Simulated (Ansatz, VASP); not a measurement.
# One calculation of ZnS, two programs

```
Zn S
1.0
     0.00000    2.67777    2.66438
     2.67777    0.00000    2.66438
     2.67777    2.67777    0.00000
Zn S
1 1
Direct
  0.75000 0.75000 0.75000
  0.00000 0.00000 0.00000
```

Change from the starting cell: z stretched by -0.5 %, x and y held.

Alike in both runs: task single point; functional PBEsol; k mesh 8 × 8 × 8; no spin polarisation.

|  | VASP | Ansatz |
| --- | --- | --- |
| version | VASP 6.6.1 | Ansatz 0.2.0 |
| potentials or method | VASP PAW PBE potentials, release 64 (Zn, S), cutoff 520 eV | all-electron LAPW, scalar-relativistic |
| occupations | gaussian, width 0.01 eV | fixed |

Ansatz gave:

* gap on the k mesh at the Fermi level (eV): 2.10
* pressure (GPa): 0.4
* traceless stress, the component that is largest in VASP (GPa): 0.14

Which values does VASP return?

gap on the k mesh at the Fermi level (eV): 2.10; pressure (GPa): 0.7; traceless stress, the component that is largest in VASP (GPa): 0.14.

VASP's potentials were made for PBE, not for PBEsol. Ansatz ran all-electron here, and VASP with PAW potentials.
